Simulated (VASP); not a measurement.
# Sn (Im-3m) in VASP: further runs

Sn is run at these levels: PBEsol; tasks: single point, relaxation of cell and atoms.

Everything below comes from runs of VASP 6.6.1. Logs are shortened: lines on timing, memory, paths and dates and some standing lists are left out, and cuts for length are marked.

### Step 1. The cell of the first run

The structure is cubic, space group Im-3m (No. 229). The conventional cell has a = 2.989 Å, b = 2.989 Å, c = 2.989 Å, α = 90.00°, β = 90.00°, γ = 90.00°. Sn (site symmetry m-3m) has 14 Sn at 2.59 to 2.99 Å within 3.4 Å.

### Step 2. Single point, PBEsol

INCAR

```
SYSTEM = Sn
PREC = Accurate
ENCUT = 500
EDIFF = 1E-6
ISMEAR = 0
SIGMA = 0.1
LREAL = .False.
LASPH = .True.
NELM = 120
ALGO = Normal
ISIF = 2
LWAVE = .False.
LCHARG = .False.
GGA = PS
NBANDS = 13
GGA_COMPAT = .False.
```

KPOINTS

```
Automatic mesh
0
Gamma
  8 8 8
  0 0 0
```

POSCAR

```
Sn
1.0
   -1.4942699956      1.4942699956      1.4942699956
    1.4942699956     -1.4942699956      1.4942699956
    1.4942699956      1.4942699956     -1.4942699956
Sn
1
Direct
    0.0000000000      0.0000000000      0.0000000000
```

Potentials or basis: VASP PAW PBE potentials, release 64 (Sn_d).

Started as:

```bash
$ cat potpaw_PBE.64/Sn_d/POTCAR > POTCAR
$ mpirun -np 1 vasp_std > vasp.out
```

OUTCAR:

```text
SYSTEM = Sn
   PREC = Accurate
   ENCUT = 500
   EDIFF = 1E-6
   ISMEAR = 0
   LREAL = .False.
   LASPH = .True.
   NELM = 120
   ISIF = 2
   GGA = PS

 ion  position               nearest neighbor table
   1  0.000  0.000  0.000-

  LATTYP: Found a body centered cubic cell.
 ALAT       =     2.9885399912

  Lattice vectors:

 A1 = (  -1.4942699956,   1.4942699956,   1.4942699956)
 A2 = (   1.4942699956,  -1.4942699956,   1.4942699956)
 A3 = (   1.4942699956,   1.4942699956,  -1.4942699956)

Analysis of symmetry for initial positions (statically):
=====================================================================
 Subroutine PRICEL returns:
 Original cell was already a primitive cell.

 Routine SETGRP: Setting up the symmetry group for a
 body centered cubic supercell.

 Subroutine GETGRP returns: Found 48 space group operations
 (whereof 48 operations were pure point group operations)
 out of a pool of 48 trial point group operations.

The static configuration has the point symmetry O_h .

Analysis of symmetry for dynamics (positions and initial velocities):
=====================================================================
 Subroutine PRICEL returns:
 Original cell was already a primitive cell.

 Routine SETGRP: Setting up the symmetry group for a
 body centered cubic supercell.

 Subroutine GETGRP returns: Found 48 space group operations
 (whereof 48 operations were pure point group operations)
 out of a pool of 48 trial point group operations.

The dynamic configuration has the point symmetry O_h .

 Subroutine INISYM returns: Found 48 space group operations
 (whereof 48 operations are pure point group operations),
 and found     1 'primitive' translations

----------------------------------------------------------------------------------------

                                     Primitive cell

  volume of cell :      13.3459

  direct lattice vectors                    reciprocal lattice vectors
    -1.494269996  1.494269996  1.494269996     0.000000000  0.334611550  0.334611550
     1.494269996 -1.494269996  1.494269996     0.334611550  0.000000000  0.334611550
     1.494269996  1.494269996 -1.494269996     0.334611550  0.334611550  0.000000000

  length of vectors
     2.588151553  2.588151553  2.588151553     0.473212193  0.473212193  0.473212193

  position of ions in fractional coordinates (direct lattice)
     0.000000000  0.000000000  0.000000000

  ion indices of the primitive-cell ions
   primitive index   ion index
                 1           1

----------------------------------------------------------------------------------------

 KPOINTS: Automatic mesh

Automatic generation of k-mesh.
 Grid dimensions read from file:
 generate k-points for:    8    8    8

 Generating k-lattice:

  Cartesian coordinates                     Fractional coordinates (reciprocal lattice)
     0.000000000  0.041826444  0.041826444     0.125000000  0.000000000  0.000000000
     0.041826444  0.000000000  0.041826444     0.000000000  0.125000000  0.000000000
     0.041826444  0.041826444  0.000000000     0.000000000  0.000000000  0.125000000

  Length of vectors
     0.059151524  0.059151524  0.059151524

  Shift w.r.t. Gamma in fractional coordinates (k-lattice)
     0.000000000  0.000000000  0.000000000

 Subroutine IBZKPT returns following result:
 ===========================================

 Found     29 irreducible k-points:

 Following reciprocal coordinates:
            Coordinates               Weight
  0.000000  0.000000  0.000000      1.000000
  0.125000  0.000000  0.000000     12.000000
  0.250000  0.000000  0.000000     12.000000
  0.375000  0.000000  0.000000     12.000000
  0.500000  0.000000  0.000000      6.000000
  0.125000  0.125000  0.000000     24.000000
[... 16 lines left out ...]
 -0.250000  0.250000  0.250000      6.000000
 -0.375000  0.375000  0.250000     24.000000
 [... further k-points ...]
   k-points           NKPTS =     29   k-points in BZ     NKDIM =     29   number of bands    NBANDS=     13
   number of dos      NEDOS =    301   number of ions     NIONS =      1
   total plane-waves  NPLWV =   8000
   dimension x,y,z NGX =    20 NGY =   20 NGZ =   20
   dimension x,y,z NGXF=    40 NGYF=   40 NGZF=   40
   ions per type =               1
   NGX,Y,Z   is equivalent  to a cutoff of  12.85, 12.85, 12.85 a.u.
   NGXF,Y,Z  is equivalent  to a cutoff of  25.69, 25.69, 25.69 a.u.
 SYSTEM =  Sn
   PREC   = accura    normal or accurate (medium, high low for compatibility)
   ISTART =      0    job   : 0-new  1-cont  2-samecut
   ICHARG =      2    charge: 1-file 2-atom 10-const
   ISPIN  =      1    spin polarized calculation?
   LNONCOLLINEAR =      F non collinear calculations
   LSORBIT =      F    spin-orbit coupling
   LASPH  =      T    aspherical Exc in radial PAW
   ENCUT  =  500.0 eV  36.75 Ry    6.06 a.u.   4.72  4.72  4.72*2*pi/ulx,y,z
   NELM   =    120;   NELMIN=  2; NELMDL= -5     # of ELM steps
   EDIFF  = 0.1E-05   stopping-criterion for ELM
   LREAL  =      F    real-space projection
   EDIFFG = 0.1E-04   stopping-criterion for IOM
   NSW    =      0    number of steps for IOM
   IBRION =     -1    ionic relax: 0-MD 1-quasi-New 2-CG
   NFREE  =      0    steps in history (QN), initial steepest desc. (CG)
   ISIF   =      2    stress and relaxation
   ISYM   =      2    0-nonsym 1-usesym 2-fastsym
   POTIM  = 0.5000    time-step for ionic-motion
   TEBEG  =    0.0;   TEEND  =   0.0 temperature during run
   PSTRESS=    0.0 pullay stress
   NELECT =      14.0000    total number of electrons
   NUPDOWN=      -1.0000    fix difference up-down
   EMIN   =  10.00;   EMAX   =-10.00  energy-range for DOS
   EFERMI =   0.00;   METHOD = LEGACY
   ISMEAR =     0;   SIGMA  =   0.10  broadening in eV -4-tet -1-fermi 0-gaus
   EFERMI_NEDOS =   21; number of points for ismear=-14 and -15
   IALGO  =     38    algorithm
   IMIX   =      4    mixing-type and parameters
     AMIX     =   0.40;   BMIX     =  1.00
     AMIX_MAG =   1.60;   BMIX_MAG =  1.00
  volume/ion in A,a.u.               =      13.35        90.06
  Fermi-wavevector in a.u.,A,eV,Ry     =   1.663419  3.143407 37.646833  2.766964
  Thomas-Fermi vector in A             =   2.750140
   LORBIT       =      0    0 simple, 1 ext, 2 COOP (PROOUT), +10 PAW based schemes
   GGA     = PS    functional components
   LHFCALC =     F    Hartree Fock is set to
   AEXX    =    0.0000 exact exchange contribution
   IVDW    =     0    specifies the selected vdW correction
   LEPSILON=     F    determine dielectric tensor
   LRPA    =     F    only Hartree local field effects (RPA)
 non-spin polarized calculation
 Gauss-broadening in eV      SIGMA  =   0.10
  energy-cutoff  :      500.00
  volume of cell :       13.35
 maximum number of plane-waves:       370
   NGX =  9   NGY =  9   NGZ =  9

 number of electron      13.9999994 magnetization

 Free energy of the ion-electron system (eV)
  ---------------------------------------------------
  ext. energy  EPLUGINS =         0.00000000
  ---------------------------------------------------
  free energy    TOTEN  =        -0.25716461 eV

  energy without entropy =       -0.25335075  energy(sigma->0) =       -0.25525768

 E-fermi :  20.5514     XC(G=0): -14.3341

 val. band max:       20.4940043307   @ k =  -0.3750   0.5000   0.1250
 cond. band min:      20.8043694516   @ k =   0.2500   0.1250  -0.0000
 fundamental gap:      0.3103651210
 Fermi energy:        20.5513942338

 k-point     1 :       0.0000    0.0000    0.0000
  band No.  band energies     occupation
      1      -2.8934      2.00000
      2      -2.8934      2.00000
      3      -2.8934      2.00000
      4      -1.9539      2.00000
      5      -1.9539      2.00000
      6       1.7110      2.00000
      7      32.6342      0.00000
      8      32.6342      0.00000
      9      32.6342      0.00000
     10      37.6074      0.00000
     11      37.6074      0.00000
     12      37.6074      0.00000
     13      39.4371      0.00000

 k-point     2 :       0.1250    0.0000    0.0000
  band No.  band energies     occupation
      1      -2.9575      2.00000
      2      -2.8644      2.00000
      3      -2.6848      2.00000
      4      -2.0192      2.00000
      5      -1.9532      2.00000
      6       2.3214      2.00000
      7      29.8055      0.00000
      8      31.9401      0.00000
      9      32.5583      0.00000
     10      34.4338      0.00000
     11      34.8308      0.00000
     12      35.8342      0.00000
     13      40.5046      0.00000

 k-point     3 :       0.2500    0.0000    0.0000
  band No.  band energies     occupation
      1      -3.1097      2.00000
      2      -2.9218      2.00000
      3      -2.1565      2.00000
      4      -2.0918      2.00000
      5      -1.9483      2.00000
      6       4.2191      2.00000
      7      23.5918      0.00000
      8      29.5204      0.00000
      9      30.5900      0.00000
     10      32.4145      0.00000
     11      34.0816      0.00000
     12      37.3449      0.00000
     13      40.8465      0.00000
[... 305 lines left out ...]
 k-point    23 :      -0.2500    0.2500    0.2500
  band No.  band energies     occupation
      1      -2.6910      2.00000
      2      -2.4216      2.00000
      3      -2.4216      2.00000
      4      -2.3173      2.00000
      5      -2.2054      2.00000
      6       6.7784      2.00000
      7      24.6787      0.00000
      8      24.6787      0.00000
      9      26.6036      0.00000
     10      26.6284      0.00000
     11      40.0682      0.00000
     12      40.0682      0.00000
     13      40.5504      0.00000

 k-point    24 :      -0.3750    0.3750    0.2500
  band No.  band energies     occupation
      1      -2.9591      2.00000
      2      -2.6393      2.00000
      3      -2.4330      2.00000
      4      -2.1364      2.00000
      5      -1.6826      2.00000
      6       9.9029      2.00000
      7      19.4073      2.00000
      8      22.4834      0.00000
      9      25.5652      0.00000
     10      28.5051      0.00000
     11      36.8403      0.00000
     12      38.9995      0.00000
     13      41.2336      0.00000

 [... further k-points ...]
[... 5 lines left out ...]
  --------------------------------------------------------------------------------------
  -------------------------------------------------------------------------------------
  Total       15.8613586     15.8613586     15.8613586      0.0000000      0.0000000     -0.0000000
  in kB     1904.1613524   1904.1613524   1904.1613524      0.0000000      0.0000000     -0.0000000
  external PRESSURE =    1904.1613524 kB  Pullay stress =       0.0000000 kB

 VOLUME and BASIS-vectors are now :
 -----------------------------------------------------------------------------
  energy-cutoff  :      500.00
  volume of cell :       13.35
      direct lattice vectors                 reciprocal lattice vectors
    -1.494269996  1.494269996  1.494269996     0.000000000  0.334611550  0.334611550
     1.494269996 -1.494269996  1.494269996     0.334611550  0.000000000  0.334611550
     1.494269996  1.494269996 -1.494269996     0.334611550  0.334611550  0.000000000

 POSITION                                       TOTAL-FORCE (eV/Angst)
 -----------------------------------------------------------------------------------
      0.00000      0.00000      0.00000         0.000000      0.000000     -0.000000
 -----------------------------------------------------------------------------------
    total drift:                                0.000000     -0.000000      0.000000

  FREE ENERGIE OF THE ION-ELECTRON SYSTEM (eV)
  ---------------------------------------------------
  free  energy   TOTEN  =        -0.2571646064 eV

  energy  without entropy=       -0.2533507531  energy(sigma->0) =       -0.25525768
```

Wall time 5.5 s (1 thread of Intel Xeon 8259CL, shared host); peak memory 0.12 GiB.

What came out:

```yaml
Free_energy: -0.2572 eV
Pressure: 190.4 GPa
Band_gap_on_the_k_mesh: zero (band 7 reaches 32.63 eV, above the bottom of band 8 at 15.66 eV)
```

Caveat: the k points lie up to 0.37 Å⁻¹ apart; the PAW data sets were made with another functional, which shifts forces and pressure a little; spin-orbit coupling is left out, which moves the levels of the heavy elements.

### Step 3. Single point, PBEsol

INCAR

```
SYSTEM = Sn
PREC = Accurate
ENCUT = 500
EDIFF = 1E-6
ISMEAR = 0
SIGMA = 0.1
LREAL = .FALSE.
LASPH = .TRUE.
NELM = 120
ALGO = Normal
ISIF = 2
LWAVE = .FALSE.
LCHARG = .TRUE.
GGA = PS
LELF = .TRUE.
LVHAR = .TRUE.
NBANDS = 13
GGA_COMPAT = .FALSE.
```

KPOINTS

```
regular mesh
0
G
  10 10 10
  0 0 0
```

POSCAR is that of step 2.

Potentials or basis: VASP PAW PBE potentials, release 64 (Sn_d).

Started as:

```bash
$ cat potpaw_PBE.64/Sn_d/POTCAR > POTCAR
$ mpirun -np 1 vasp_std > vasp.out
```

Wall time 9 s (1 thread of Intel Xeon 8259CL, shared host); peak memory 0.13 GiB.

The run converged. Its results:

- Free energy: -0.2435 eV
- Pressure: 191.5 GPa
- Band gap on the k mesh: zero (band 7 reaches 32.63 eV, above the bottom of band 8 at 15.50 eV)

Levels at points of the mesh, in eV from the Fermi level:
```
           k point  band 5  band 6  band 7  band 8  band 9  band 10
(0.00, 0.00, 0.00)  -22.39  -18.73   12.19   12.19   12.19    17.16
(0.50, 0.00, 0.00)  -21.78   -9.58   -7.47    6.42    6.49    11.83
(0.50, 0.50, 0.50)  -21.93   -1.90   -1.90   -1.90    3.66     4.05
```

Caveat: the PAW data sets were made with another functional, which shifts forces and pressure a little; spin-orbit coupling is left out, which moves the levels of the heavy elements.

### Step 4. Relaxation of cell and atoms, PBEsol, target pressure 190 GPa, at which the enthalpy is minimised

INCAR

```
SYSTEM = Sn
PREC = Accurate ; ENCUT = 500
EDIFF = 1E-7 ; ISMEAR = 0
SIGMA = 0.1 ; LREAL = .FALSE.
LASPH = .TRUE. ; NELM = 120
ALGO = Normal ; ISIF = 3
LWAVE = .FALSE. ; LCHARG = .FALSE.
GGA = PS ; IBRION = 2
NSW = 80 ; EDIFFG = -0.05
PSTRESS = 1900.0 ; GGA_COMPAT = .FALSE.
NELMIN = 4
```

KPOINTS is that of step 3.

POSCAR is that of step 3.

Started as:

```bash
$ cat potpaw_PBE.64/Sn_d/POTCAR > POTCAR
$ mpirun -np 1 vasp_std > vasp.out
```

Run time: 23 s. Hardware: 1 thread of Intel Xeon 8259CL, shared host; peak memory 0.13 GiB.

The run converged. Its results:

| Property | Result |
| --- | --- |
| Free energy | -0.2762 eV |
| Relaxed volume | 13.37 Å³/atom |
| Relaxed cell | a = 2.590 Å, b = 2.590 Å, c = 2.590 Å, α = 109.47°, β = 109.47°, γ = 109.47° |
| Space group after relaxing (to 0.05 Å) | Im-3m (No. 229) |
| Energy change on relaxing (the enthalpy is what falls) | -32.6 meV/atom |
| Ionic steps | 3 |
| Pressure after relaxing | 190.0 GPa |
| Band gap on the k mesh | zero (band 7 reaches 32.59 eV, above the bottom of band 8 at 15.45 eV) |

The path:
| step | energy change (eV) | largest force (eV/Å) | pressure (GPa) | volume (Å³) |
| --- | --- | --- | --- | --- |
| 1 | 0.0000 | 0.0000 | 191.53 | 13.35 |
| 2 | -0.2859 | 0.0000 | 178.27 | 13.59 |
| 3 | -0.0326 | 0.0000 | 190.00 | 13.37 |

Final structure:
```xyz
1
Lattice="-1.4953 1.4953 1.4953 1.4953 -1.4953 1.4953 1.4953 1.4953 -1.4953" Properties=species:S:1:pos:R:3 pbc="T T T"
Sn    0.0000    0.0000    0.0000
```

Levels at points of the mesh, in eV from the Fermi level:
| k point | band 4 | band 5 | band 6 | band 7 | band 8 | band 9 | band 10 | band 11 |
| --- | --- | --- | --- | --- | --- | --- | --- | --- |
| (0.00, 0.00, 0.00) | -22.39 | -22.39 | -18.70 | 12.20 | 12.20 | 12.20 | 17.13 | 17.13 |
| (0.50, 0.00, 0.00) | -22.37 | -21.78 | -9.56 | -7.47 | 6.41 | 6.50 | 11.81 | 13.80 |
| (0.50, 0.50, 0.50) | -21.93 | -21.93 | -1.90 | -1.90 | -1.90 | 3.63 | 4.05 | 4.05 |

Caveat: the cell is relaxed towards a set pressure, so the enthalpy falls and the energy may rise; the PAW data sets were made with another functional, which shifts forces and pressure a little; spin-orbit coupling is left out, which moves the levels of the heavy elements.

### Step 5. Single point, PBEsol

INCAR

```
SYSTEM = Sn
ALGO     = Normal         ! electronic algorithm
EDIFF    = 1E-6           ! SCF threshold, eV
ENCUT    = 500            ! plane-wave cutoff, eV
GGA      = PS             ! functional
GGA_COMPAT= .FALSE.      
ISIF     = 2              ! what is computed and relaxed
ISMEAR   = -1             ! smearing method
LASPH    = .TRUE.         ! aspherical terms in the spheres
LCHARG   = .FALSE.        ! write CHGCAR
LREAL    = .FALSE.        ! projectors in reciprocal space
LWAVE    = .FALSE.        ! write WAVECAR
NBANDS   = 13             ! bands
NELM     = 120            ! most SCF steps
PREC     = Accurate       ! precision mode
SIGMA    = 0.1            ! smearing width, eV
```

KPOINTS

```
k-points
0
G
  20 20 20
  0 0 0
```

POSCAR

```
Sn
1.0
   -1.4950089760      1.4950089760      1.4950089760
    1.4950089760     -1.4950089760      1.4950089760
    1.4950089760      1.4950089760     -1.4950089760
Sn
1
Direct
    0.0000000000      0.0000000000      0.0000000000
```

Started as:

```bash
$ cat potpaw_PBE.64/Sn_d/POTCAR > POTCAR
$ mpirun -np 1 vasp_std > vasp.out
```

It took 49 s on 1 thread of Intel Xeon 8259CL, shared host; peak memory 0.16 GiB.

It converged, with:

```yaml
Free_energy: -0.2707 eV
Pressure: 190.4 GPa
Band_gap_on_the_k_mesh: zero (band 7 reaches 32.60 eV, above the bottom of band 8 at 15.39 eV)
```

Levels at points of the mesh, in eV from the Fermi level:
| k point | band 3 | band 4 | band 5 | band 6 | band 7 | band 8 | band 9 | band 10 | band 11 | band 12 |
| --- | --- | --- | --- | --- | --- | --- | --- | --- | --- | --- |
| (0.00, 0.00, 0.00) | -23.33 | -22.39 | -22.39 | -18.72 | 12.19 | 12.19 | 12.19 | 17.13 | 17.13 | 17.13 |
| (0.50, 0.00, 0.00) | -22.44 | -22.37 | -21.78 | -9.57 | -7.47 | 6.41 | 6.49 | 11.81 | 13.80 | 19.18 |
| (0.50, 0.50, 0.50) | -21.93 | -21.93 | -21.93 | -1.91 | -1.91 | -1.91 | 3.63 | 4.04 | 4.04 | 21.10 |

Caveat: the PAW data sets were made with another functional, which shifts forces and pressure a little; spin-orbit coupling is left out, which moves the levels of the heavy elements.

[end of part 1 of 2]
